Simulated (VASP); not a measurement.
# LiNbO3 (P1) in VASP: further runs

LiNbO3 is run at these levels: PBE; tasks: single point.

Program: VASP 6.6.1. These are calculated values, not measurements. Logs are shortened: lines on timing, memory, paths and dates and some standing lists are left out, and cuts for length are marked.

## (1) The cell of the first run

The typed cell holds 10 atoms: a = 5.550 Å, b = 5.550 Å, c = 5.550 Å, α = 55.75°, β = 55.75°, γ = 55.75°.

## (2) Single point, PBE

Contents of INCAR:

```
ALGO     = Normal         # electronic algorithm
EDIFF    = 1E-7           # SCF threshold, eV
ENCUT    = 520            # plane-wave cutoff, eV
GGA      = PE             # functional
ISIF     = 2              # what is computed and relaxed
ISMEAR   = 0              # smearing method
LASPH    = True           # aspherical terms in the spheres
LCHARG   = True           # write CHGCAR
LELF     = True           # ELF
LREAL    = False          # projectors in reciprocal space
LVHAR    = True         
LWAVE    = False          # write WAVECAR
NBANDS   = 45             # bands
NELM     = 100            # most SCF steps
PREC     = Accurate       # precision mode
SIGMA    = 0.05           # smearing width, eV
```

Contents of KPOINTS:

```
k-points
0
Gamma
  6 6 6
```

Contents of POSCAR:

```
LiNbO3
1.0
    2.5948427099      1.4981331371      4.6721811297
   -2.5948427099      1.4981331371      4.6721811297
    0.0000000000     -2.9962662741      4.6721811297
Li Nb O
2 2 6
Direct
    0.2816289705      0.2816289705      0.2816289705
    0.7816289705      0.7816289705      0.7816289705
    0.0048053470      0.0146509172     -0.0106975362
    0.5048053470      0.5146509172      0.4893024638
    0.1105883052      0.3579662670      0.7210657481
    0.7210657481      0.1105883052      0.3579662670
    0.3579662670      0.7210657481      0.1105883052
    0.2210657481      0.8579662670      0.6105883052
    0.8579662670      0.6105883052      0.2210657481
    0.6105883052      0.2210657481      0.8579662670
```

Potentials or basis: VASP PAW PBE potentials, release 64 (Li_sv, Nb_sv, O).

On the command line:

```bash
$ cat potpaw_PBE.64/Li_sv/POTCAR potpaw_PBE.64/Nb_sv/POTCAR potpaw_PBE.64/O/POTCAR > POTCAR
$ mpirun -np 1 vasp_std > vasp.out
```

OUTCAR:

```text
EDIFF = 1E-7
   ENCUT = 520
   GGA = PE
   ISIF = 2
   ISMEAR = 0
   LASPH = True
   LREAL = False
   NELM = 100
   PREC = Accurate

 ion  position               nearest neighbor table
   1  0.282  0.282  0.282-  10 2.08   9 2.08   8 2.08   5 2.27   6 2.27   7 2.27
   2  0.782  0.782  0.782-   6 2.08   5 2.08   7 2.08   9 2.27  10 2.27   8 2.27
   3  0.005  0.015  0.989-   5 1.81   6 1.90   7 1.90   8 2.16  10 2.16   9 2.23
   4  0.505  0.515  0.489-   9 1.83   8 1.85  10 1.93   7 2.14   6 2.20   5 2.22
   5  0.111  0.358  0.721-   3 1.81   2 2.08   4 2.22   1 2.27
   6  0.721  0.111  0.358-   3 1.90   2 2.08   4 2.20   1 2.27
   7  0.358  0.721  0.111-   3 1.90   2 2.08   4 2.14   1 2.27
   8  0.221  0.858  0.611-   4 1.85   1 2.08   3 2.16   2 2.27
   9  0.858  0.611  0.221-   4 1.83   1 2.08   3 2.23   2 2.27
  10  0.611  0.221  0.858-   4 1.93   1 2.08   3 2.16   2 2.27

  LATTYP: Found a trigonal (rhomboedric) cell.
 ALAT       =     5.5503953097
 COS(alpha) =     0.5628764146

  Lattice vectors:

 A1 = (   2.5948427099,   1.4981331371,   4.6721811297)
 A2 = (  -2.5948427099,   1.4981331371,   4.6721811297)
 A3 = (   0.0000000000,  -2.9962662741,   4.6721811297)

Analysis of symmetry for initial positions (statically):
=====================================================================
 Subroutine PRICEL returns:
 Original cell was already a primitive cell.

 Routine SETGRP: Setting up the symmetry group for a
 trigonal (rhombohedral) supercell.

 Subroutine GETGRP returns: Found  1 space group operations
 (whereof  1 operations were pure point group operations)
 out of a pool of 12 trial point group operations.

The static configuration has the point symmetry C_1 .

Analysis of symmetry for dynamics (positions and initial velocities):
=====================================================================
 Subroutine PRICEL returns:
 Original cell was already a primitive cell.

 Routine SETGRP: Setting up the symmetry group for a
 trigonal (rhombohedral) supercell.

 Subroutine GETGRP returns: Found  1 space group operations
 (whereof  1 operations were pure point group operations)
 out of a pool of 12 trial point group operations.

The dynamic configuration has the point symmetry C_1 .

 Subroutine INISYM returns: Found  1 space group operations
 (whereof  1 operations are pure point group operations),
 and found     1 'primitive' translations

----------------------------------------------------------------------------------------

                                     Primitive cell

  volume of cell :     108.9764

  direct lattice vectors                    reciprocal lattice vectors
     2.594842710  1.498133137  4.672181130     0.192689907  0.111249570  0.071344266
    -2.594842710  1.498133137  4.672181130    -0.192689907  0.111249570  0.071344266
     0.000000000 -2.996266274  4.672181130     0.000000000 -0.222499139  0.071344266

  length of vectors
     5.550395310  5.550395310  5.550395310     0.233657594  0.233657594  0.233657594

  position of ions in fractional coordinates (direct lattice)
     0.281628971  0.281628971  0.281628971
     0.781628971  0.781628971  0.781628971
     0.004805347  0.014650917  0.989302464
     0.504805347  0.514650917  0.489302464
     0.110588305  0.357966267  0.721065748
     0.721065748  0.110588305  0.357966267
     0.357966267  0.721065748  0.110588305
     0.221065748  0.857966267  0.610588305
     0.857966267  0.610588305  0.221065748
     0.610588305  0.221065748  0.857966267

  ion indices of the primitive-cell ions
   primitive index   ion index
                 1           1
                 2           2
                 3           3
                 4           4
                 5           5
                 6           6
                 7           7
                 8           8
                 9           9
                10          10

----------------------------------------------------------------------------------------

 KPOINTS: k-points

Automatic generation of k-mesh.
 Grid dimensions read from file:
 generate k-points for:    6    6    6

 Generating k-lattice:

  Cartesian coordinates                     Fractional coordinates (reciprocal lattice)
     0.032114984  0.018541595  0.011890711     0.166666667 -0.000000000 -0.000000000
    -0.032114984  0.018541595  0.011890711    -0.000000000  0.166666667 -0.000000000
     0.000000000 -0.037083190  0.011890711    -0.000000000 -0.000000000  0.166666667

  Length of vectors
     0.038942932  0.038942932  0.038942932

  Shift w.r.t. Gamma in fractional coordinates (k-lattice)
     0.000000000  0.000000000  0.000000000

 Subroutine IBZKPT returns following result:
 ===========================================

 Found    112 irreducible k-points:

 Following reciprocal coordinates:
            Coordinates               Weight
  0.000000  0.000000  0.000000      1.000000
  0.166667 -0.000000 -0.000000      2.000000
 -0.000000  0.166667 -0.000000      2.000000
  0.000000  0.000000  0.166667      2.000000
  0.333333 -0.000000 -0.000000      2.000000
 -0.000000  0.333333 -0.000000      2.000000
[... 16 lines left out ...]
 -0.166667  0.500000  0.000000      2.000000
  0.166667  0.000000  0.500000      2.000000
 [... further k-points ...]
   k-points           NKPTS =    112   k-points in BZ     NKDIM =    112   number of bands    NBANDS=     45
   number of dos      NEDOS =    301   number of ions     NIONS =     10
   total plane-waves  NPLWV =  74088
   dimension x,y,z NGX =    42 NGY =   42 NGZ =   42
   dimension x,y,z NGXF=    84 NGYF=   84 NGZF=   84
   ions per type =               2   2   6
   NGX,Y,Z   is equivalent  to a cutoff of  12.58, 12.58, 12.58 a.u.
   NGXF,Y,Z  is equivalent  to a cutoff of  25.16, 25.16, 25.16 a.u.
 SYSTEM =  unknown system
   PREC   = accura    normal or accurate (medium, high low for compatibility)
   ISTART =      0    job   : 0-new  1-cont  2-samecut
   ICHARG =      2    charge: 1-file 2-atom 10-const
   ISPIN  =      1    spin polarized calculation?
   LNONCOLLINEAR =      F non collinear calculations
   LSORBIT =      F    spin-orbit coupling
   LASPH  =      T    aspherical Exc in radial PAW
   ENCUT  =  520.0 eV  38.22 Ry    6.18 a.u.  10.32 10.32 10.32*2*pi/ulx,y,z
   NELM   =    100;   NELMIN=  2; NELMDL= -5     # of ELM steps
   EDIFF  = 0.1E-06   stopping-criterion for ELM
   LREAL  =      F    real-space projection
   EDIFFG = 0.1E-05   stopping-criterion for IOM
   NSW    =      0    number of steps for IOM
   IBRION =     -1    ionic relax: 0-MD 1-quasi-New 2-CG
   NFREE  =      0    steps in history (QN), initial steepest desc. (CG)
   ISIF   =      2    stress and relaxation
   ISYM   =      2    0-nonsym 1-usesym 2-fastsym
   POTIM  = 0.5000    time-step for ionic-motion
   TEBEG  =    0.0;   TEEND  =   0.0 temperature during run
   PSTRESS=    0.0 pullay stress
   NELECT =      68.0000    total number of electrons
   NUPDOWN=      -1.0000    fix difference up-down
   EMIN   =  10.00;   EMAX   =-10.00  energy-range for DOS
   EFERMI =   0.00;   METHOD = LEGACY
   ISMEAR =     0;   SIGMA  =   0.05  broadening in eV -4-tet -1-fermi 0-gaus
   EFERMI_NEDOS =   21; number of points for ismear=-14 and -15
   IALGO  =     38    algorithm
   IMIX   =      4    mixing-type and parameters
     AMIX     =   0.40;   BMIX     =  1.00
     AMIX_MAG =   1.60;   BMIX_MAG =  1.00
  volume/ion in A,a.u.               =      10.90        73.54
  Fermi-wavevector in a.u.,A,eV,Ry     =   1.398944  2.643621 26.627206  1.957044
  Thomas-Fermi vector in A             =   2.522052
   LORBIT       =      0    0 simple, 1 ext, 2 COOP (PROOUT), +10 PAW based schemes
   GGA     = PE    functional components
   LHFCALC =     F    Hartree Fock is set to
   AEXX    =    0.0000 exact exchange contribution
   IVDW    =     0    specifies the selected vdW correction
   LEPSILON=     F    determine dielectric tensor
   LRPA    =     F    only Hartree local field effects (RPA)
 non-spin polarized calculation
 Gauss-broadening in eV      SIGMA  =   0.05
  energy-cutoff  :      520.00
  volume of cell :      108.98
 maximum number of plane-waves:      2964
 NGX is ok and might be reduce to    42
   NGX = 21   NGY = 21   NGZ = 21

 number of electron      67.9999999 magnetization

 Free energy of the ion-electron system (eV)
  ---------------------------------------------------
  ext. energy  EPLUGINS =         0.00000000
  ---------------------------------------------------
  free energy    TOTEN  =       -79.94318879 eV

  energy without entropy =      -79.94318879  energy(sigma->0) =      -79.94318879

 E-fermi :   3.7290     XC(G=0): -10.6628

 val. band max:        3.3555167254   @ k =   0.0000   0.0000   0.0000
 cond. band min:       6.9454976747   @ k =   0.0000   0.0000   0.0000
 fundamental gap:      3.5899809493
 Fermi energy:         3.7290058143

 k-point     1 :       0.0000    0.0000    0.0000
  band No.  band energies     occupation
      1     -50.8345      2.00000
      2     -50.8212      2.00000
      3     -39.3512      2.00000
      4     -39.3490      2.00000
      5     -27.2274      2.00000
      6     -27.1322      2.00000
[... 37 lines left out ...]
     44      12.8502      0.00000
     45      12.8928      0.00000

 k-point     2 :       0.1667   -0.0000   -0.0000
  band No.  band energies     occupation
      1     -50.8336      2.00000
      2     -50.8221      2.00000
      3     -39.3511      2.00000
      4     -39.3491      2.00000
      5     -27.2193      2.00000
      6     -27.1307      2.00000
[... 37 lines left out ...]
     44      12.7686      0.00000
     45      12.8935      0.00000

 k-point     3 :      -0.0000    0.1667   -0.0000
  band No.  band energies     occupation
      1     -50.8336      2.00000
      2     -50.8221      2.00000
      3     -39.3511      2.00000
      4     -39.3491      2.00000
      5     -27.2193      2.00000
      6     -27.1306      2.00000
[... 37 lines left out ...]
     44      12.7965      0.00000
     45      12.8514      0.00000

 k-point     4 :       0.0000    0.0000    0.1667
  band No.  band energies     occupation
      1     -50.8336      2.00000
      2     -50.8221      2.00000
      3     -39.3511      2.00000
      4     -39.3491      2.00000
      5     -27.2197      2.00000
      6     -27.1303      2.00000
[... 901 lines left out ...]
     44      12.5296      0.00000
     45      13.1129      0.00000

 k-point    23 :      -0.1667    0.5000    0.0000
  band No.  band energies     occupation
      1     -50.8290      2.00000
      2     -50.8266      2.00000
      3     -39.3503      2.00000
      4     -39.3499      2.00000
      5     -27.2045      2.00000
      6     -27.1321      2.00000
[... 37 lines left out ...]
     44      12.4884      0.00000
     45      13.1376      0.00000

 k-point    24 :       0.1667    0.0000    0.5000
  band No.  band energies     occupation
      1     -50.8291      2.00000
      2     -50.8265      2.00000
      3     -39.3503      2.00000
      4     -39.3499      2.00000
      5     -27.2033      2.00000
      6     -27.1323      2.00000
[... 37 lines left out ...]
     44      12.6848      0.00000
     45      12.9484      0.00000

 [... further k-points ...]

------------------------ aborting loop because EDIFF is reached ----------------------------------------

  FORCE on cell =-STRESS in cart. coord.  units (eV):
  Direction    XX          YY          ZZ          XY          YZ          ZX
  --------------------------------------------------------------------------------------
  -------------------------------------------------------------------------------------
  Total        0.1911273      1.9923804      0.6283609      0.2136534      2.5355405     -1.0241454
  in kB        2.8099656     29.2920981      9.2382007      3.1411455     37.2776706    -15.0570472
  external PRESSURE =      13.7800881 kB  Pullay stress =       0.0000000 kB

 VOLUME and BASIS-vectors are now :
 -----------------------------------------------------------------------------
  energy-cutoff  :      520.00
  volume of cell :      108.98
      direct lattice vectors                 reciprocal lattice vectors
     2.594842710  1.498133137  4.672181130     0.192689907  0.111249570  0.071344266
    -2.594842710  1.498133137  4.672181130    -0.192689907  0.111249570  0.071344266
     0.000000000 -2.996266274  4.672181130     0.000000000 -0.222499139  0.071344266

 POSITION                                       TOTAL-FORCE (eV/Angst)
 -----------------------------------------------------------------------------------
      0.00000      0.00000      3.94746         0.043107      0.185968      0.043587
      0.00000      0.00000     10.95574        -0.154576      0.106459      0.044107
     -0.02555     -2.93507      4.71310        -0.036969     -1.532602     -0.686892
     -0.02555      0.06120      7.04919         0.895029     -0.821659     -0.666594
     -0.64191     -1.45855      5.55812        -0.463707      0.898857      0.556802
      1.58409      0.17337      5.55812         0.074655      0.269685     -0.038325
     -0.94219      1.28518      5.55812         0.035232      0.021392      0.123221
     -1.65266     -0.21295      7.89421        -0.523358      0.006216      0.339214
      0.64191      1.53772      7.89421         0.258805      0.523408      0.330684
      1.01075     -1.32477      7.89421        -0.128219      0.342273     -0.045804
 -----------------------------------------------------------------------------------
    total drift:                               -0.000028     -0.000011     -0.000288

  FREE ENERGIE OF THE ION-ELECTRON SYSTEM (eV)
  ---------------------------------------------------
  free  energy   TOTEN  =       -79.9431887876 eV

  energy  without entropy=      -79.9431887876  energy(sigma->0) =      -79.94318879
```

Run time: 16 min. Hardware: 1 thread of Intel Xeon Platinum 8259CL at 2.50GHz (Skylake/Cascade Lake), shared host; peak memory 0.54 GiB.

Results:

- Free energy: -79.9432 eV
- Largest force: 1.680 eV/Å
- Band gap on the k mesh: 3.59 eV

Forces in eV/Å, atoms in the order of the input:
```
Li   0.043  0.186  0.044
Li  -0.155  0.106  0.044
Nb  -0.037 -1.533 -0.687
Nb   0.895 -0.822 -0.667
O   -0.464  0.899  0.557
O    0.075  0.270 -0.038
O    0.035  0.021  0.123
O   -0.523  0.006  0.339
O    0.259  0.523  0.331
O   -0.128  0.342 -0.046
```

Caveat: the cell differs from its parent crystal (all Nb atoms moved +0.075 Å, as atom 3 towards its neighbour atom 5 (O) at 1.884 Å); the cutoff is under 1.25 times the usual one of these potentials, so pressure, stress and relaxed cells hold a basis-set (Pulay) error; forces of over 1 eV/Å act on the atoms, so gaps and moduli don't describe the material at rest. A k mesh can miss the band edges.

## (3) Single point, PBE

Contents of INCAR:

```
SYSTEM = LiNbO3
ALGO = Normal ; EDIFF = 1E-7
ENCUT = 520 ; GGA = PE
ISIF = 2 ; ISMEAR = 0
LASPH = .True. ; LCHARG = .True.
LELF = .True. ; LREAL = .False.
LVHAR = .True. ; LWAVE = .False.
NBANDS = 45 ; NELM = 80
PREC = Accurate ; SIGMA = 0.05
```

Contents of KPOINTS:

```
k-points
0
Gamma
  6 6 6
  0 0 0
```

Changes to POSCAR since step 2:

```diff
@@ -10,4 +10,4 @@
     0.7816289705      0.7816289705      0.7816289705
-    0.0048053470      0.0146509172     -0.0106975362
-    0.5048053470      0.5146509172      0.4893024638
+    0.0033438011      0.0099075145     -0.0069914545
+    0.5033438011      0.5099075145      0.4930085455
     0.1105883052      0.3579662670      0.7210657481
```

Potentials or basis: VASP PAW PBE potentials, release 64 (Li_sv, Nb_sv, O).

On the command line:

```bash
$ cat potpaw_PBE.64/Li_sv/POTCAR potpaw_PBE.64/Nb_sv/POTCAR potpaw_PBE.64/O/POTCAR > POTCAR
$ mpirun -np 1 vasp_std > vasp.out
```

Run time: 30 min. Hardware: 1 thread of Intel Xeon 8259CL, shared host; peak memory 0.56 GiB.

It converged, with:

| Property | Result |
| --- | --- |
| Free energy | -80.0003 eV |
| Largest force | 1.026 eV/Å |
| Band gap on the k mesh | 3.59 eV |

Forces in eV/Å, atoms in the order of the input:
```
Li   0.028  0.122  0.030
Li  -0.103  0.069  0.030
Nb  -0.071 -0.939 -0.408
Nb   0.622 -0.512 -0.402
O   -0.277  0.522  0.324
O    0.052  0.179 -0.029
O    0.023  0.009  0.081
O   -0.333  0.006  0.217
O    0.150  0.307  0.196
O   -0.092  0.236 -0.040
```

Levels at points of the mesh, in eV from the valence-band top:
```
           k point  band 30  band 31  band 32  band 33  band 34  band 35  band 36  band 37  band 38  band 39
(0.00, 0.00, 0.00)    -0.74    -0.67    -0.48    -0.04     0.00     3.59     3.83     4.19     5.08     5.16
(0.50, 0.00, 0.00)    -0.44    -0.42    -0.34    -0.22    -0.14     3.79     3.89     4.61     4.69     4.93
(0.00, 0.50, 0.00)    -0.45    -0.35    -0.32    -0.26    -0.16     3.80     3.86     4.65     4.71     4.93
(0.00, 0.00, 0.50)    -0.51    -0.39    -0.33    -0.20    -0.15     3.85     3.89     4.58     4.66     4.92
(0.50, 0.50, 0.00)    -0.93    -0.71    -0.69    -0.41    -0.16     3.68     4.14     4.61     4.66     5.20
(0.50, 0.00, 0.50)    -1.07    -0.77    -0.66    -0.54    -0.24     3.88     4.18     4.51     4.68     5.19
(0.00, 0.50, 0.50)    -1.04    -0.76    -0.63    -0.52    -0.22     3.81     4.16     4.55     4.68     5.18
(0.50, 0.50, 0.50)    -0.64    -0.40    -0.39    -0.28    -0.28     4.56     4.57     4.73     4.74     4.91
```

Caveat: the cell differs from its parent crystal (all Nb atoms moved +0.050 Å, as atom 3 towards its neighbour atom 5 (O) at 1.884 Å); the cutoff is under 1.25 times the usual one of these potentials, so pressure, stress and relaxed cells hold a basis-set (Pulay) error; forces of over 1 eV/Å act on the atoms, so gaps and moduli don't describe the material at rest.
